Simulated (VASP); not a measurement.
# Ta4O (P4/mmm) in VASP: further runs

The runs below take Ta4O through single point, with PBEsol+U.

All numbers are computed with VASP 6.6.1; they aren't measurements. Logs are shortened: lines on timing, memory, paths and dates and some standing lists are left out, and cuts for length are marked.

## Step 1: The cell of the first run

The structure is tetragonal, space group P4/mmm (No. 123). Conventional cell: a = 3.257 Å, b = 3.257 Å, c = 7.409 Å, α = 90.00°, β = 90.00°, γ = 90.00°. Ta (site symmetry 4/mmm) has 14 Ta at 2.81 to 3.70 Å within 3.8 Å. Ta (site symmetry 4mm) has 1 O at 2.10 Å and 4 Ta at 2.81 Å within 2.9 Å. Ta (site symmetry 4/mmm) has 4 O at 2.30 Å and 12 Ta at 3.12 to 3.26 Å within 3.3 Å. Within 2.8 Å of O (site symmetry 4/mmm) lie 6 Ta at 2.10 to 2.30 Å.

## Step 2: Single point, PBEsol+U

File INCAR:

```
PREC = Accurate
ENCUT = 600
EDIFF = 1E-6
ISMEAR = -1
SIGMA = 0.05
LREAL = F
LASPH = T
NELM = 200
ALGO = Normal
ISIF = 2
LWAVE = F
LCHARG = F
LMAXMIX = 4
LDAU = T
LDAUTYPE = 2
LDAUL = 2 -1
LDAUU = 2 0
LDAUJ = 0 0
LDAUPRINT = 1
GGA = PS
NBANDS = 37
GGA_COMPAT = F
```

File KPOINTS:

```
regular mesh
0
Gamma
  8 8 4
```

File POSCAR:

```
Ta4O
1.0
    3.2574970000      0.0000000000      0.0000000000
    0.0000000000      3.2574970000      0.0000000000
    0.0000000000      0.0000000000      7.4093410000
Ta O
4 1
Direct
    0.0000000000      0.0000000000      0.0000000000
    0.5000000000      0.5000000000      0.2168420000
    0.5000000000      0.5000000000      0.7831580000
    0.0000000000      0.0000000000      0.5000000000
    0.5000000000      0.5000000000      0.5000000000
```

Potentials or basis: VASP PAW PBE potentials, release 64 (Ta_sv_GW, O).

Launch:

```bash
$ cat potpaw_PBE.64/Ta_sv_GW/POTCAR potpaw_PBE.64/O/POTCAR > POTCAR
$ mpirun -np 1 vasp_std > vasp.out
```

OUTCAR:

```text
PREC = Accurate
   ENCUT = 600
   EDIFF = 1E-6
   ISMEAR = -1
   LREAL = F
   LASPH = T
   NELM = 200
   ISIF = 2
   GGA = PS

 ion  position               nearest neighbor table
   1  0.000  0.000  0.000-   2 2.81   3 2.81   2 2.81   3 2.81   2 2.81   3 2.81   2 2.81   3 2.81

   2  0.500  0.500  0.217-   5 2.10   1 2.81   1 2.81   1 2.81   1 2.81   4 3.12   4 3.12   4 3.12
                             4 3.12   3 3.21
   3  0.500  0.500  0.783-   5 2.10   1 2.81   1 2.81   1 2.81   1 2.81   4 3.12   4 3.12   4 3.12
                             4 3.12   2 3.21
   4  0.000  0.000  0.500-   5 2.30   5 2.30   5 2.30   5 2.30   3 3.12   3 3.12   2 3.12   3 3.12
                             2 3.12   2 3.12   3 3.12   2 3.12
   5  0.500  0.500  0.500-   2 2.10   3 2.10   4 2.30   4 2.30   4 2.30   4 2.30

  LATTYP: Found a simple tetragonal cell.
 ALAT       =     3.2574970000
 C/A-ratio  =     2.2745503680

  Lattice vectors:

 A1 = (   3.2574970000,   0.0000000000,   0.0000000000)
 A2 = (   0.0000000000,   3.2574970000,   0.0000000000)
 A3 = (   0.0000000000,   0.0000000000,   7.4093410000)

Analysis of symmetry for initial positions (statically):
=====================================================================
 Subroutine PRICEL returns:
 Original cell was already a primitive cell.

 Routine SETGRP: Setting up the symmetry group for a
 simple tetragonal supercell.

 Subroutine GETGRP returns: Found 16 space group operations
 (whereof 16 operations were pure point group operations)
 out of a pool of 16 trial point group operations.

The static configuration has the point symmetry D_4h.

Analysis of symmetry for dynamics (positions and initial velocities):
=====================================================================
 Subroutine PRICEL returns:
 Original cell was already a primitive cell.

 Routine SETGRP: Setting up the symmetry group for a
 simple tetragonal supercell.

 Subroutine GETGRP returns: Found 16 space group operations
 (whereof 16 operations were pure point group operations)
 out of a pool of 16 trial point group operations.
[... 142 lines left out ...]
 non-spin polarized calculation
  energy-cutoff  :      600.00
  volume of cell :       78.62
 maximum number of plane-waves:      2653
 NGX is ok and might be reduce to    28
   NGX = 13   NGY = 13   NGZ = 29

atom =   1  type =  1  l = 2

 onsite density matrix

spin component  1
[... 116 lines left out ...]
  o =  0.1034  v =  1.0000  0.0000  0.0000  0.0000  0.0000  0.0000  0.0000  0.0000  0.0000  0.0000      0.0000  0.0000  0.0000  0.0000  0.0000  0.0000  0.0000  0.0000  0.0000  0.0000
  o =  0.1034  v =  0.0000  0.0000  0.0000  0.0000  0.0000  1.0000  0.0000  0.0000  0.0000  0.0000      0.0000  0.0000  0.0000  0.0000  0.0000  0.0000  0.0000  0.0000  0.0000  0.0000
  o =  0.1517  v =  0.0000 -0.0000 -1.0000 -0.0000  0.0000  0.0000  0.0000  0.0000  0.0000  0.0000      0.0000  0.0000  0.0000  0.0000  0.0000  0.0000  0.0000  0.0000  0.0000  0.0000
  o =  0.1517  v =  0.0000  0.0000  0.0000  0.0000  0.0000  0.0000 -0.0000 -1.0000 -0.0000  0.0000      0.0000  0.0000  0.0000  0.0000  0.0000  0.0000  0.0000  0.0000  0.0000  0.0000
  o =  0.2411  v =  0.0000  0.0000 -0.0000 -0.0000 -1.0000  0.0000  0.0000  0.0000  0.0000  0.0000      0.0000  0.0000  0.0000  0.0000  0.0000  0.0000  0.0000  0.0000  0.0000  0.0000
  o =  0.2411  v =  0.0000  0.0000  0.0000  0.0000  0.0000  0.0000  0.0000 -0.0000 -0.0000 -1.0000      0.0000  0.0000  0.0000  0.0000  0.0000  0.0000  0.0000  0.0000  0.0000  0.0000
  o =  0.3223  v =  0.0000  0.0000  0.0000  0.0000  0.0000  0.0000  0.5774  0.0000 -0.8165  0.0000      0.0000  0.0000  0.0000  0.0000  0.0000  0.0000  0.0000  0.0000  0.0000  0.0000
  o =  0.3223  v =  0.0000  0.5774  0.0000 -0.8165  0.0000  0.0000  0.0000  0.0000  0.0000  0.0000      0.0000  0.0000  0.0000  0.0000  0.0000  0.0000  0.0000  0.0000  0.0000  0.0000
  o =  0.3223  v =  0.0000  0.8165 -0.0000  0.5774  0.0000  0.0000  0.0000  0.0000  0.0000  0.0000      0.0000  0.0000  0.0000  0.0000  0.0000  0.0000  0.0000  0.0000  0.0000  0.0000
  o =  0.3223  v =  0.0000  0.0000  0.0000  0.0000  0.0000  0.0000  0.8165 -0.0000  0.5774  0.0000      0.0000  0.0000  0.0000  0.0000  0.0000  0.0000  0.0000  0.0000  0.0000  0.0000

 number of electron      58.0000008 magnetization

 Free energy of the ion-electron system (eV)
  ---------------------------------------------------
  ext. energy  EPLUGINS =         0.00000000
  ---------------------------------------------------
  free energy    TOTEN  =       -61.49587995 eV

  energy without entropy =      -61.47890371  energy(sigma->0) =      -61.48739183

 E-fermi :  11.1147     XC(G=0): -13.1391

 val. band max:       11.0917221160   @ k =   0.3750   0.0000   0.5000
 cond. band min:      11.1245347818   @ k =   0.5000   0.2500   0.0000
 fundamental gap:      0.0328126658
 Fermi energy:        11.1147417114

 k-point     1 :       0.0000    0.0000    0.0000
  band No.  band energies     occupation
      1     -58.3063      2.00000
      2     -57.1226      2.00000
      3     -57.1083      2.00000
      4     -56.3016      2.00000
      5     -24.8123      2.00000
      6     -24.8123      2.00000
[... 949 lines left out ...]
     36      14.6979      0.00000
     37      15.1791      0.00000

 [... further k-points ...]

------------------------ aborting loop because EDIFF is reached ----------------------------------------

  FORCE on cell =-STRESS in cart. coord.  units (eV):
  Direction    XX          YY          ZZ          XY          YZ          ZX
  --------------------------------------------------------------------------------------
  -------------------------------------------------------------------------------------
  Total       -0.8910079     -0.8910079     -1.5764503      0.0000000      0.0000000      0.0000000
  in kB      -18.1570171    -18.1570171    -32.1250067      0.0000000      0.0000000      0.0000000
  external PRESSURE =     -22.8130136 kB  Pullay stress =       0.0000000 kB

 VOLUME and BASIS-vectors are now :
 -----------------------------------------------------------------------------
  energy-cutoff  :      600.00
  volume of cell :       78.62
      direct lattice vectors                 reciprocal lattice vectors
     3.257497000  0.000000000  0.000000000     0.306984166  0.000000000  0.000000000
     0.000000000  3.257497000  0.000000000     0.000000000  0.306984166  0.000000000
     0.000000000  0.000000000  7.409341000     0.000000000  0.000000000  0.134964769

 POSITION                                       TOTAL-FORCE (eV/Angst)
 -----------------------------------------------------------------------------------
      0.00000      0.00000      0.00000        -0.000000      0.000000      0.000000
      1.62875      1.62875      1.60666        -0.000000     -0.000000      0.223806
      1.62875      1.62875      5.80268         0.000000      0.000000     -0.223806
      0.00000      0.00000      3.70467        -0.000000      0.000000      0.000000
      1.62875      1.62875      3.70467        -0.000000      0.000000      0.000000
 -----------------------------------------------------------------------------------
    total drift:                                0.000000      0.000000      0.000000

  FREE ENERGIE OF THE ION-ELECTRON SYSTEM (eV)
  ---------------------------------------------------
  free  energy   TOTEN  =       -61.4958799472 eV

  energy  without entropy=      -61.4789037075  energy(sigma->0) =      -61.48739183
```

It took 3.4 min on 1 thread of Intel Xeon Platinum 8488C (Sapphire Rapids), shared host; peak memory 0.29 GiB.

What came out:

* Free energy: -61.4959 eV
* Pressure: -2.3 GPa
* Largest force: 0.224 eV/Å
* Band gap on the k mesh: zero (bands 29 and 30 overlap by 0.82 eV)

Forces on the atoms (eV/Å):
```
Ta   0.000  0.000  0.000
Ta   0.000  0.000  0.224
Ta   0.000  0.000 -0.224
Ta   0.000  0.000  0.000
O    0.000  0.000  0.000
```

Stress tensor (GPa, compression positive):
```
-1.82  0.00  0.00
 0.00 -1.82  0.00
 0.00  0.00 -3.21
```

Eigenvalues of the final occupation matrices:
| site | spin | trace | eigenvalues |
| --- | --- | --- | --- |
| site 1 d | 1 | 1.21 | 0.15 0.18 0.29 0.29 0.30 |
| site 1 d | 2 | 1.21 | 0.15 0.18 0.29 0.29 0.30 |
| site 2 d | 1 | 1.14 | 0.19 0.21 0.25 0.25 0.25 |
| site 2 d | 2 | 1.14 | 0.19 0.21 0.25 0.25 0.25 |
| site 3 d | 1 | 1.14 | 0.19 0.21 0.25 0.25 0.25 |
| site 3 d | 2 | 1.14 | 0.19 0.21 0.25 0.25 0.25 |
| site 4 d | 1 | 1.14 | 0.10 0.15 0.24 0.32 0.32 |
| site 4 d | 2 | 1.14 | 0.10 0.15 0.24 0.32 0.32 |

Caveat: the PAW data sets were made with another functional, which shifts forces and pressure a little; spin-orbit coupling is left out, which moves the levels of the heavy elements; U without spin polarisation on a metal has little footing.

## Step 3: Single point, PBEsol+U

File INCAR:

```
ALGO = Normal
EDIFF = 1E-6
ENCUT = 600
GGA = PS
GGA_COMPAT = False
ISIF = 2
ISMEAR = -1
LASPH = True
LCHARG = False
LDAU = True
LDAUJ = 0 0
LDAUL = 2 -1
LDAUPRINT = 1
LDAUTYPE = 2
LDAUU = 1 0
LMAXMIX = 4
LREAL = False
LWAVE = False
NBANDS = 37
NELM = 200
PREC = Accurate
SIGMA = 0.05
```

File KPOINTS:

```
k-points
0
Gamma
  8 8 4
```

POSCAR is that of step 2.

Potentials or basis: VASP PAW PBE potentials, release 64 (Ta_sv_GW, O).

Launch:

```bash
$ cat potpaw_PBE.64/Ta_sv_GW/POTCAR potpaw_PBE.64/O/POTCAR > POTCAR
$ mpirun -np 1 vasp_std > vasp.out
```

OUTCAR:

```text
EDIFF = 1E-6
   ENCUT = 600
   GGA = PS
   ISIF = 2
   ISMEAR = -1
   LASPH = True
   LREAL = False
   NELM = 200
   PREC = Accurate

 ion  position               nearest neighbor table
   1  0.000  0.000  0.000-   2 2.81   3 2.81   2 2.81   3 2.81   2 2.81   3 2.81   2 2.81   3 2.81

   2  0.500  0.500  0.217-   5 2.10   1 2.81   1 2.81   1 2.81   1 2.81   4 3.12   4 3.12   4 3.12
                             4 3.12   3 3.21
   3  0.500  0.500  0.783-   5 2.10   1 2.81   1 2.81   1 2.81   1 2.81   4 3.12   4 3.12   4 3.12
                             4 3.12   2 3.21
   4  0.000  0.000  0.500-   5 2.30   5 2.30   5 2.30   5 2.30   3 3.12   3 3.12   2 3.12   3 3.12
                             2 3.12   2 3.12   3 3.12   2 3.12
   5  0.500  0.500  0.500-   2 2.10   3 2.10   4 2.30   4 2.30   4 2.30   4 2.30

  LATTYP: Found a simple tetragonal cell.
 ALAT       =     3.2574970000
 C/A-ratio  =     2.2745503680

  Lattice vectors:

 A1 = (   3.2574970000,   0.0000000000,   0.0000000000)
 A2 = (   0.0000000000,   3.2574970000,   0.0000000000)
 A3 = (   0.0000000000,   0.0000000000,   7.4093410000)

Analysis of symmetry for initial positions (statically):
=====================================================================
 Subroutine PRICEL returns:
 Original cell was already a primitive cell.

 Routine SETGRP: Setting up the symmetry group for a
 simple tetragonal supercell.

 Subroutine GETGRP returns: Found 16 space group operations
 (whereof 16 operations were pure point group operations)
 out of a pool of 16 trial point group operations.
[... 288 lines left out ...]
  o =  0.2468  v =  0.0000  0.0000  0.0000  0.0000  1.0000  0.0000  0.0000  0.0000  0.0000  0.0000      0.0000  0.0000  0.0000  0.0000  0.0000  0.0000  0.0000  0.0000  0.0000  0.0000
  o =  0.2468  v =  0.0000  0.0000  0.0000  0.0000  0.0000  0.0000  0.0000  0.0000  0.0000  1.0000      0.0000  0.0000  0.0000  0.0000  0.0000  0.0000  0.0000  0.0000  0.0000  0.0000
  o =  0.3224  v =  0.0000  0.8074 -0.0000 -0.5900 -0.0000  0.0000  0.0000  0.0000  0.0000  0.0000      0.0000  0.0000  0.0000  0.0000  0.0000  0.0000  0.0000  0.0000  0.0000  0.0000
  o =  0.3224  v =  0.0000  0.0000  0.0000  0.0000  0.0000  0.0000  0.8074 -0.0000 -0.5900 -0.0000      0.0000  0.0000  0.0000  0.0000  0.0000  0.0000  0.0000  0.0000  0.0000  0.0000
  o =  0.3224  v =  0.0000  0.0000  0.0000  0.0000  0.0000  0.0000 -0.5900 -0.0000 -0.8074  0.0000      0.0000  0.0000  0.0000  0.0000  0.0000  0.0000  0.0000  0.0000  0.0000  0.0000
  o =  0.3224  v =  0.0000 -0.5900 -0.0000 -0.8074  0.0000  0.0000  0.0000  0.0000  0.0000  0.0000      0.0000  0.0000  0.0000  0.0000  0.0000  0.0000  0.0000  0.0000  0.0000  0.0000

 number of electron      58.0000008 magnetization

 Free energy of the ion-electron system (eV)
  ---------------------------------------------------
  ext. energy  EPLUGINS =         0.00000000
  ---------------------------------------------------
  free energy    TOTEN  =       -65.00979777 eV

  energy without entropy =      -64.99219024  energy(sigma->0) =      -65.00099400

 E-fermi :  10.9870     XC(G=0): -13.1335

 val. band max:       10.9612858347   @ k =   0.3750   0.0000   0.5000
 cond. band min:      10.9876367067   @ k =   0.2500   0.0000   0.0000
 fundamental gap:      0.0263508719
 Fermi energy:        10.9870126860

 k-point     1 :       0.0000    0.0000    0.0000
  band No.  band energies     occupation
      1     -58.2508      2.00000
      2     -57.0443      2.00000
      3     -57.0295      2.00000
      4     -56.2570      2.00000
      5     -24.7613      2.00000
      6     -24.7613      2.00000
[... 949 lines left out ...]
     36      14.5289      0.00000
     37      14.9798      0.00000

 [... further k-points ...]

------------------------ aborting loop because EDIFF is reached ----------------------------------------

  FORCE on cell =-STRESS in cart. coord.  units (eV):
  Direction    XX          YY          ZZ          XY          YZ          ZX
  --------------------------------------------------------------------------------------
  -------------------------------------------------------------------------------------
  Total       -2.4768151     -2.4768151     -2.9299588      0.0000000      0.0000000      0.0000000
  in kB      -50.4727010    -50.4727010    -59.7068925      0.0000000      0.0000000      0.0000000
  external PRESSURE =     -53.5507648 kB  Pullay stress =       0.0000000 kB

 VOLUME and BASIS-vectors are now :
 -----------------------------------------------------------------------------
  energy-cutoff  :      600.00
  volume of cell :       78.62
      direct lattice vectors                 reciprocal lattice vectors
     3.257497000  0.000000000  0.000000000     0.306984166  0.000000000  0.000000000
     0.000000000  3.257497000  0.000000000     0.000000000  0.306984166  0.000000000
     0.000000000  0.000000000  7.409341000     0.000000000  0.000000000  0.134964769

 POSITION                                       TOTAL-FORCE (eV/Angst)
 -----------------------------------------------------------------------------------
      0.00000      0.00000      0.00000         0.000000      0.000000      0.000000
      1.62875      1.62875      1.60666        -0.000000     -0.000000      0.104269
      1.62875      1.62875      5.80268         0.000000     -0.000000     -0.104269
      0.00000      0.00000      3.70467         0.000000      0.000000      0.000000
      1.62875      1.62875      3.70467         0.000000      0.000000      0.000000
 -----------------------------------------------------------------------------------
    total drift:                                0.000000      0.000000      0.000000

  FREE ENERGIE OF THE ION-ELECTRON SYSTEM (eV)
  ---------------------------------------------------
  free  energy   TOTEN  =       -65.0097977690 eV

  energy  without entropy=      -64.9921902354  energy(sigma->0) =      -65.00099400
```

Wall time 8.6 min (1 thread of Intel Xeon Platinum 8259CL at 2.50GHz (Skylake/Cascade Lake), shared host); peak memory 0.28 GiB.

What came out:

| Property | Result |
| --- | --- |
| Free energy | -65.0098 eV |
| Pressure | -5.4 GPa |
| Largest force | 0.104 eV/Å |
| Band gap on the k mesh | zero (bands 29 and 30 overlap by 0.81 eV) |

Forces in eV/Å, atoms in the order of the input:
```
Ta   0.000  0.000  0.000
Ta   0.000  0.000  0.104
Ta   0.000  0.000 -0.104
Ta   0.000  0.000  0.000
O    0.000  0.000  0.000
```

Levels at points of the mesh, in eV from the Fermi level:
```csv
k point,band 26,band 27,band 28,band 29,band 30,band 31,band 32,band 33
"(0.00, 0.00, 0.00)",-1.52,-0.47,-0.47,-0.32,0.56,1.03,1.03,1.35
"(0.50, 0.00, 0.00)",-1.15,-0.91,-0.66,0.18,0.92,0.93,1.25,1.70
"(0.50, 0.50, 0.00)",-1.52,-1.52,-0.68,-0.68,1.73,2.45,2.65,2.65
"(0.00, 0.00, 0.50)",-0.54,-0.54,-0.53,0.07,0.70,0.70,0.87,1.09
"(0.50, 0.00, 0.50)",-1.16,-0.99,-0.70,-0.44,1.02,1.29,1.60,1.82
"(0.50, 0.50, 0.50)",-1.69,-1.69,-0.03,-0.03,1.72,1.87,1.87,2.98
```

Eigenvalues of the final occupation matrices:
```tsv
site	spin	trace	eigenvalues
site 1 d	1	1.22	0.16 0.18 0.29 0.29 0.30
site 1 d	2	1.22	0.16 0.18 0.29 0.29 0.30
site 2 d	1	1.16	0.20 0.21 0.25 0.25 0.25
site 2 d	2	1.16	0.20 0.21 0.25 0.25 0.25
site 3 d	1	1.16	0.20 0.21 0.25 0.25 0.25
site 3 d	2	1.16	0.20 0.21 0.25 0.25 0.25
site 4 d	1	1.16	0.11 0.16 0.25 0.32 0.32
site 4 d	2	1.16	0.11 0.16 0.25 0.32 0.32
```

Caveat: the cell stands under tension; the PAW data sets were made with another functional, which shifts forces and pressure a little; spin-orbit coupling is left out, which moves the levels of the heavy elements; U without spin polarisation on a metal has little footing.
